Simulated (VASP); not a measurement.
# Si (a cell with a defect) in VASP: notebook

The runs below take Si (a cell with a defect) through single point, with PBE.

Program: VASP 6.6.1. These are calculated values, not measurements. Logs are shortened: lines on timing, memory, paths and dates and some standing lists are left out, and cuts for length are marked.

**1. The cell of the first run**

The cell holds a defect, 63 atoms: a = 10.860 Å, b = 10.860 Å, c = 10.860 Å, α = 90.00°, β = 90.00°, γ = 90.00°.

**2. Single point, PBE, collinear spin**

Input file INCAR:

```
ALGO = Normal
EDIFF = 1E-6
ENCUT = 520
GGA = PE
ISIF = 2
ISMEAR = 0
ISPIN = 2
LASPH = True
LCHARG = True
LELF = True
LORBIT = 11
LREAL = Auto
LVHAR = True
LWAVE = False
MAGMOM = 0 0 0 0 0 0 0 0 0 0 0 0 0 0 0 0 0 0 0 0 0 0 0 0 0 0 0 0 0 0 0 0 0 0 0 0 0.13 0 0 0 0 0 0 0 0 0 0 0 0 0 0 0 0 0 0 0 0 0 0 0 0 0 0
NBANDS = 167
NELECT = 251.0
NELM = 150
PREC = Accurate
SIGMA = 0.05
```

Input file KPOINTS:

```
k-points
0
Gamma
  1 1 1
```

Input file POSCAR:

```
Si
1.0
   10.8600000000      0.0000000000      0.0000000000
    0.0000000000     10.8600000000      0.0000000000
    0.0000000000      0.0000000000     10.8600000000
Si
63
Direct
    0.4977991713     -0.0004579190      0.0021239411
    0.6251422652      0.1267551565      0.1239215470
    0.7511945672      0.2487560773     -0.0028294659
    0.8731800184      0.3748285451      0.1239449355
    0.7503139042     -0.0007487109      0.2493066298
    0.8863365562      0.1136236648      0.3735782689
    0.0001139042     -0.0001527624     -0.0001095764
    0.1252604052      0.1254582873      0.1247686004
    0.2514098527      0.2507287293      0.0000811234
    0.3742570902      0.3776153775      0.1256772560
    0.5000687845      0.4998887661     -0.0001414365
    0.6223395028      0.6257198895      0.1257083794
    0.7492330571      0.7485150092      0.0001376611
    0.8745488950      0.8746949355      0.1247974217
    0.2362069061      0.0020039595      0.2637194291
    0.3751706262      0.1254575506      0.3746556169
    0.4998567219      0.2507360958      0.2485155617
    0.6263598527      0.3736592081      0.3744271639
    0.7492720074      0.5001883057      0.2485476059
    0.8745578269      0.6248949355      0.3747260589
    0.5000285451     -0.0001555249      0.4998154696
    0.6279850829      0.1230765193      0.6230516575
    0.7569889503      0.2429303867      0.4972827808
    0.8768941068      0.3719130755      0.6230364641
    0.7568000921     -0.0026681400      0.7431231123
    0.8768745856      0.1230790976      0.8719369245
    0.0003500000      0.5020515654      0.0020568140
    0.1227908840      0.6326931860      0.1326541436
    0.2487258748      0.7512371087      0.0030198895
    0.3672058932      0.8771875691      0.1327261510
    0.0006683241      0.2496430939      0.2493126151
    0.1251262431      0.3752239411      0.3748058011
    0.2487340700      0.5030454880      0.2511988029
    0.3672492634      0.6327220994      0.3771492634
    0.4969039595      0.7512467772      0.2512162983
    0.6247384899      0.8748512891      0.3748270718
    0.0850085635     -0.0848683241      0.4149314917
    0.1263757827      0.1135937385      0.6135754144
    0.2506213628      0.2496325967      0.4992440147
    0.3759907919      0.3748277164      0.6267473297
    0.4978480663      0.5020707182      0.4995591160
    0.6251359116      0.6239375691      0.6267273481
    0.7502773481      0.7493611418      0.4993141805
    0.8860685083      0.8736809392      0.6138723757
    0.2506304788     -0.0007591160      0.7496160221
    0.3760124309      0.1267638122      0.8747896869
    0.5027616022      0.2487599448      0.7487317680
    0.6252040516      0.3747704420      0.8747316759
    0.7512086556      0.4971624309      0.7487137201
    0.8731915285      0.6239389503      0.8747973297
   -0.0019510129      0.7637414365      0.2637049724
    0.0001128913      0.4999084715      0.4998197053
    0.1252003683      0.6248914365      0.6253855433
    0.2362012891      0.7637627993      0.5019027624
    0.3751467772      0.8746838858      0.6253946593
    0.0026501842      0.2429059853      0.7429112339
    0.1255087477      0.3736386740      0.8735626151
    0.2513785451      0.5001774401      0.7506527624
    0.3742312155      0.6257134438      0.8775811234
    0.4998124309      0.7485129834      0.7507009208
    0.6262393186      0.8744313996      0.8737055249
    0.0006083794      0.7493592081      0.7496632597
    0.1251121547      0.8748448435      0.8751972376
```

Potentials or basis: VASP PAW PBE potentials, release 64 (Si).

On the command line:

```
$ cat potpaw_PBE.64/Si/POTCAR > POTCAR
$ mpirun -np 1 vasp_gam > vasp.out
```

OUTCAR:

```text
EDIFF = 1E-6
   ENCUT = 520
   GGA = PE
   ISIF = 2
   ISMEAR = 0
   ISPIN = 2
   LASPH = True
   LORBIT = 11
   LREAL = Auto
   NELECT = 251.0
   NELM = 150
   PREC = Accurate

 ion  position               nearest neighbor table
   1  0.498  1.000  0.002-  46 2.36   2 2.36  61 2.40  30 2.41
   2  0.625  0.127  0.124-  17 2.34   3 2.35   1 2.36   5 2.37
   3  0.751  0.249  0.997-  48 2.35   2 2.35   4 2.35  26 2.36
   4  0.873  0.375  0.124-  19 2.34   3 2.35  27 2.36  31 2.37
   5  0.750  0.999  0.249-  14 2.34  36 2.35   6 2.36   2 2.37
   6  0.886  0.114  0.374-  31 2.35   5 2.36  23 2.40  37 3.08
[... 28 lines left out ...]
  35  0.497  0.751  0.251-  34 2.35  30 2.35  36 2.35  12 2.36
  36  0.625  0.875  0.375-  21 2.35  35 2.35   5 2.35  43 2.35
  37  0.085  0.915  0.415-  15 2.51  54 2.51  51 2.51  38 3.08   6 3.08  44 3.09
  38  0.126  0.114  0.614-  39 2.35  45 2.35  56 2.40  37 3.08
  39  0.251  0.250  0.499-  16 2.34  32 2.35  38 2.35  40 2.37
  40  0.376  0.375  0.627-  58 2.34  47 2.35  41 2.36  39 2.37
  41  0.498  0.502  0.500-  40 2.36  42 2.36  18 2.40  34 2.41
  42  0.625  0.624  0.627-  60 2.34  49 2.35  41 2.36  43 2.37
  43  0.750  0.749  0.499-  20 2.34  36 2.35  44 2.35  42 2.37
[... 18 lines left out ...]
  62  0.001  0.749  0.750-  53 2.34  63 2.35  44 2.35  50 2.37
  63  0.125  0.875  0.875-   7 2.35  29 2.35  45 2.35  62 2.35

  LATTYP: Found a simple cubic cell.
 ALAT       =    10.8600000000

  Lattice vectors:

 A1 = (  10.8600000000,   0.0000000000,   0.0000000000)
 A2 = (   0.0000000000,  10.8600000000,   0.0000000000)
 A3 = (   0.0000000000,   0.0000000000,  10.8600000000)

Analysis of symmetry for initial positions (statically):
=====================================================================
 Subroutine PRICEL returns:
 Original cell was already a primitive cell.

 Routine SETGRP: Setting up the symmetry group for a
 simple cubic supercell.

 Subroutine GETGRP returns: Found  1 space group operations
 (whereof  1 operations were pure point group operations)
 out of a pool of 48 trial point group operations.

The static configuration has the point symmetry C_1 .

Analysis of symmetry for dynamics (positions and initial velocities):
=====================================================================
 Subroutine PRICEL returns:
 Original cell was already a primitive cell.

 Routine SETGRP: Setting up the symmetry group for a
 simple cubic supercell.

 Subroutine GETGRP returns: Found  1 space group operations
 (whereof  1 operations were pure point group operations)
 out of a pool of 48 trial point group operations.

The dynamic configuration has the point symmetry C_1 .

Analysis of structural, dynamic, and magnetic symmetry:
=====================================================================
 Subroutine PRICEL returns:
 Original cell was already a primitive cell.

 Routine SETGRP: Setting up the symmetry group for a
 simple cubic supercell.

 Subroutine GETGRP returns: Found  1 space group operations
 (whereof  1 operations were pure point group operations)
 out of a pool of 48 trial point group operations.

The overall configuration has the point symmetry C_1 .

 Subroutine INISYM returns: Found  1 space group operations
 (whereof  1 operations are pure point group operations),
 and found     1 'primitive' translations

----------------------------------------------------------------------------------------

                                     Primitive cell

  volume of cell :    1280.8241

  direct lattice vectors                    reciprocal lattice vectors
    10.860000000  0.000000000  0.000000000     0.092081031  0.000000000  0.000000000
[... 175 lines left out ...]
   PREC   = accura    normal or accurate (medium, high low for compatibility)
   ISTART =      0    job   : 0-new  1-cont  2-samecut
   ICHARG =      2    charge: 1-file 2-atom 10-const
   ISPIN  =      2    spin polarized calculation?
   LNONCOLLINEAR =      F non collinear calculations
   LSORBIT =      F    spin-orbit coupling
   LASPH  =      T    aspherical Exc in radial PAW
   ENCUT  =  520.0 eV  38.22 Ry    6.18 a.u.  20.19 20.19 20.19*2*pi/ulx,y,z
   NELM   =    150;   NELMIN=  2; NELMDL= -5     # of ELM steps
   EDIFF  = 0.1E-05   stopping-criterion for ELM
   LREAL  =      T    real-space projection
   EDIFFG = 0.1E-04   stopping-criterion for IOM
   NSW    =      0    number of steps for IOM
   IBRION =     -1    ionic relax: 0-MD 1-quasi-New 2-CG
   NFREE  =      0    steps in history (QN), initial steepest desc. (CG)
   ISIF   =      2    stress and relaxation
   ISYM   =      2    0-nonsym 1-usesym 2-fastsym
   POTIM  = 0.5000    time-step for ionic-motion
   TEBEG  =    0.0;   TEEND  =   0.0 temperature during run
   PSTRESS=    0.0 pullay stress
   NELECT =     251.0000    total number of electrons
   NUPDOWN=      -1.0000    fix difference up-down
   EMIN   =  10.00;   EMAX   =-10.00  energy-range for DOS
   EFERMI =   0.00;   METHOD = LEGACY
   ISMEAR =     0;   SIGMA  =   0.05  broadening in eV -4-tet -1-fermi 0-gaus
   EFERMI_NEDOS =   21; number of points for ismear=-14 and -15
   IALGO  =     38    algorithm
   IMIX   =      4    mixing-type and parameters
     AMIX     =   0.40;   BMIX     =  1.00
     AMIX_MAG =   1.60;   BMIX_MAG =  1.00
  volume/ion in A,a.u.               =      20.33       137.20
  Fermi-wavevector in a.u.,A,eV,Ry     =   0.950903  1.796946 12.302614  0.904217
  Thomas-Fermi vector in A             =   2.079323
   LORBIT       =     11    0 simple, 1 ext, 2 COOP (PROOUT), +10 PAW based schemes
   GGA     = PE    functional components
   LHFCALC =     F    Hartree Fock is set to
   AEXX    =    0.0000 exact exchange contribution
   IVDW    =     0    specifies the selected vdW correction
   LEPSILON=     F    determine dielectric tensor
   LRPA    =     F    only Hartree local field effects (RPA)
 spin polarized calculation
 Gauss-broadening in eV      SIGMA  =   0.05
  energy-cutoff  :      520.00
  volume of cell :     1280.82
 maximum number of plane-waves:     17229
 NGX is ok and might be reduce to    84
   NGX = 41   NGY = 41   NGZ = 41

 number of electron     250.9999989 magnetization       1.0001041

 Free energy of the ion-electron system (eV)
  ---------------------------------------------------
  ext. energy  EPLUGINS =         0.00000000
  ---------------------------------------------------
  free energy    TOTEN  =      -338.00785923 eV

  energy without entropy =     -337.97960910  energy(sigma->0) =     -337.99373417

 E-fermi :   6.1316     XC(G=0):  -9.3289

 val. band max:        6.1311386973   @ k =   0.0000   0.0000   0.0000
 cond. band min:       6.1320780727   @ k =   0.0000   0.0000   0.0000
 fundamental gap:      0.0009393753
 Fermi energy:         6.1315943179

 spin component 1

 k-point     1 :       0.0000    0.0000    0.0000
  band No.  band energies     occupation
      1      -6.1697      1.00000
      2      -5.1264      1.00000
      3      -5.1264      1.00000
      4      -5.0947      1.00000
      5      -5.0945      1.00000
      6      -5.0776      1.00000
[... 129 lines left out ...]
    136       6.8850      0.00000
    137       6.9201      0.00000
 Fermi energy:         6.1315943179

 spin component 2

 k-point     1 :       0.0000    0.0000    0.0000
  band No.  band energies     occupation
      1      -6.1575      1.00000
      2      -5.1120      1.00000
      3      -5.1117      1.00000
      4      -5.0837      1.00000
      5      -5.0835      1.00000
      6      -5.0716      1.00000
[... 129 lines left out ...]
    136       6.8961      0.00000
    137       6.9333      0.00000
 [bands above 137 left out]

------------------------ aborting loop because EDIFF is reached ----------------------------------------

  FORCE on cell =-STRESS in cart. coord.  units (eV):
  Direction    XX          YY          ZZ          XY          YZ          ZX
  --------------------------------------------------------------------------------------
  -------------------------------------------------------------------------------------
  Total        0.1163684      0.0866260      0.1223097      3.6668529     -3.6961278      3.5496147
  in kB        0.1455647      0.1083601      0.1529967      4.5868507     -4.6234704      4.4401978
  external PRESSURE =       0.1356405 kB  Pullay stress =       0.0000000 kB

 VOLUME and BASIS-vectors are now :
 -----------------------------------------------------------------------------
  energy-cutoff  :      520.00
  volume of cell :     1280.82
      direct lattice vectors                 reciprocal lattice vectors
    10.860000000  0.000000000  0.000000000     0.092081031  0.000000000  0.000000000
     0.000000000 10.860000000  0.000000000     0.000000000  0.092081031  0.000000000
     0.000000000  0.000000000 10.860000000     0.000000000  0.000000000  0.092081031

 POSITION                                       TOTAL-FORCE (eV/Angst)
 -----------------------------------------------------------------------------------
      5.40610     10.85503      0.02307        -0.004945      0.000856      0.005655
      6.78905      1.37656      1.34579         0.005134     -0.011567      0.010074
      8.15797      2.70149     10.82927         0.003518     -0.002267      0.004339
      9.48273      4.07064      1.34604         0.010164     -0.005887      0.010899
      8.14841     10.85187      2.70747        -0.004077     -0.003233      0.012858
      9.62562      1.23395      4.05706        -0.043848      0.042144      0.004730
[... 55 lines left out ...]
      0.00661      8.13804      8.14134         0.007346      0.012207      0.003170
      1.35872      9.50082      9.50464        -0.013587      0.013141     -0.004701
 -----------------------------------------------------------------------------------
    total drift:                                0.016993     -0.017914     -0.025049

  FREE ENERGIE OF THE ION-ELECTRON SYSTEM (eV)
  ---------------------------------------------------
  free  energy   TOTEN  =      -338.0078592345 eV

  energy  without entropy=     -337.9796090977  energy(sigma->0) =     -337.99373417

 total charge

# of ion       s       p       d       tot
------------------------------------------
    1        0.746   0.923   0.000   1.669
    2        0.743   0.943   0.000   1.686
    3        0.739   0.954   0.000   1.692
    4        0.743   0.943   0.000   1.686
    5        0.742   0.947   0.000   1.689
    6        0.778   0.849   0.000   1.627
[... 55 lines left out ...]
   62        0.742   0.947   0.000   1.689
   63        0.738   0.956   0.000   1.694
--------------------------------------------------
tot         46.844  58.966   0.000 105.810

 magnetization (x)

# of ion       s       p       d       tot
------------------------------------------
    1        0.000   0.006   0.000   0.006
    2        0.001   0.008   0.000   0.009
    3       -0.000   0.001   0.000   0.001
    4        0.001   0.008   0.000   0.009
    5        0.001   0.007   0.000   0.008
    6        0.014   0.048   0.000   0.062
[... 55 lines left out ...]
   62        0.001   0.008   0.000   0.008
   63       -0.000  -0.000   0.000  -0.001
--------------------------------------------------
tot          0.062   0.329   0.000   0.391
```

Wall time 26 min (1 thread of Intel Xeon 8259CL, shared host); peak memory 1.4 GiB.

What came out:

* Free energy: -338.0079 eV
* Largest force: 0.368 eV/Å
* Net moment: 1.00 μB per cell
* Site moments: Si +0.01, +0.00, +0.06, -0.00, -0.01 (each value once) μB
* Valence electrons inside the program's atomic spheres: Si 1.67, 1.69, 1.63, 1.70, 1.65, 1.52 (each value once)

Forces on the atoms (eV/Å):
```
Si  -0.005  0.001  0.006
Si   0.005 -0.012  0.010
Si   0.004 -0.002  0.004
Si   0.010 -0.006  0.011
Si  -0.004 -0.003  0.013
Si  -0.044  0.042  0.005
Si   0.011 -0.012  0.002
Si  -0.006 -0.006  0.006
Si  -0.028 -0.003 -0.001
Si  -0.008 -0.017  0.008
Si  -0.004  0.003  0.002
Si   0.016  0.007  0.008
Si   0.003  0.029 -0.002
Si   0.006  0.005  0.005
Si   0.032  0.016 -0.032
Si  -0.006 -0.006  0.006
Si   0.002 -0.003  0.028
Si  -0.003  0.002  0.001
Si   0.002 -0.002  0.029
Si   0.007  0.004  0.005
Si  -0.003 -0.011 -0.013
Si   0.001 -0.007 -0.007
Si  -0.030  0.030  0.017
Si   0.007 -0.002 -0.008
Si  -0.028  0.018  0.028
Si   0.007 -0.007 -0.001
Si   0.003  0.006  0.005
Si  -0.012 -0.009 -0.007
Si  -0.017  0.015  0.006
Si   0.008  0.012 -0.008
Si   0.006  0.005  0.012
Si  -0.014 -0.005  0.014
Si  -0.016  0.006  0.016
Si   0.008 -0.010  0.012
Si  -0.006  0.016  0.016
Si   0.005  0.013  0.014
Si   0.214 -0.209 -0.214
Si  -0.005  0.042  0.044
Si  -0.012  0.005 -0.006
Si  -0.011 -0.006 -0.010
Si  -0.005  0.006 -0.002
Si   0.004  0.008 -0.009
Si  -0.002  0.013 -0.007
Si  -0.042  0.001  0.042
Si  -0.012 -0.004  0.005
Si  -0.011 -0.011 -0.006
Si  -0.004 -0.003 -0.003
Si   0.008 -0.009 -0.008
Si   0.004  0.005 -0.003
Si   0.009  0.008 -0.005
Si  -0.017 -0.029 -0.030
Si   0.011  0.002 -0.013
Si  -0.005  0.004 -0.007
Si   0.030 -0.031  0.016
Si  -0.005  0.006 -0.007
Si  -0.017  0.031  0.031
Si  -0.001  0.003  0.003
Si  -0.028 -0.002 -0.002
Si  -0.008  0.007 -0.016
Si   0.003  0.029 -0.003
Si  -0.003  0.000  0.003
Si   0.007  0.012  0.003
Si  -0.014  0.013 -0.005
```

Levels at points of the mesh, in eV from the Fermi level:
Spin up:
```csv
k point,band 124,band 125,band 126,band 127,band 128,band 129
"(0.00, 0.00, 0.00)",-0.84,-0.68,0.00,0.00,0.19,0.30
```
Spin down:
```
           k point  band 123  band 124  band 125  band 126  band 127  band 128
(0.00, 0.00, 0.00)     -0.77     -0.77     -0.66      0.13      0.13      0.23
```

Caveat: the k points lie up to 0.58 Å⁻¹ apart; the cell carries a net charge on a neutralising background, which shifts energy and pressure; the cell is charged against a uniform background, so pressure and absolute levels hang on convention.

(Continued in part 2 of 2.)
